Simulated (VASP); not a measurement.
Write the native input for VASP 6.6.1 that does the following.

- Task: single point
- Functional: PBEsol
- Potentials or basis: VASP PAW PBE potentials, release 64 (Mn_pv)
- Cutoff: 500 eV
- k mesh: 8 × 8 × 8
- Occupations: gaussian, width 0.1 eV
- Spin: collinear spin, ferromagnetic start
- Starting moments: [1.38] μB
- Dipole correction: no
- Further INCAR settings: ALGO = Normal; EDIFF = 1e-06; NBANDS = 16

The structure of Mn lies in POSCAR:

```
Mn
1.0
    2.2509529880      0.0000000000      0.0000000000
    0.0000000000      2.2509529880      0.0000000000
    0.0000000000      0.0000000000      2.2509529880
Mn
1
Direct
    0.0000000000      0.0000000000      0.0000000000
```

This isn't the form of Mn at room conditions, which is a 58-atom cubic cell.

One way to write it, as run:

INCAR

```
PREC = Accurate
ENCUT = 500
EDIFF = 1E-6
ISMEAR = 0
SIGMA = 0.1
LREAL = False
LASPH = True
NELM = 200
ALGO = Normal
ISIF = 2
LWAVE = False
LCHARG = False
ISPIN = 2
MAGMOM = 1.38
LORBIT = 11
LMAXMIX = 4
GGA = PS
NBANDS = 16
GGA_COMPAT = False
```

KPOINTS

```
Automatic mesh
0
Gamma
  8 8 8
```

Potentials or basis: VASP PAW PBE potentials, release 64 (Mn_pv).

The run is started by

```sh
$ cat potpaw_PBE.64/Mn_pv/POTCAR > POTCAR
$ mpirun -np 1 vasp_std > vasp.out
```

It gave:

```yaml
Pressure: 0.6 GPa
Net_moment: 0.00 μB per cell
Valence_electrons_inside_the_program's_atomic_spheres: Mn 12.09
```

Caveat: the PAW data sets were made with another functional, which shifts forces and pressure a little.

Wall time 6.8 s on 1 thread of Intel(R) Xeon(R) Platinum 8488C (Sapphire Rapids), on a shared host, peak memory 0.12 GiB.
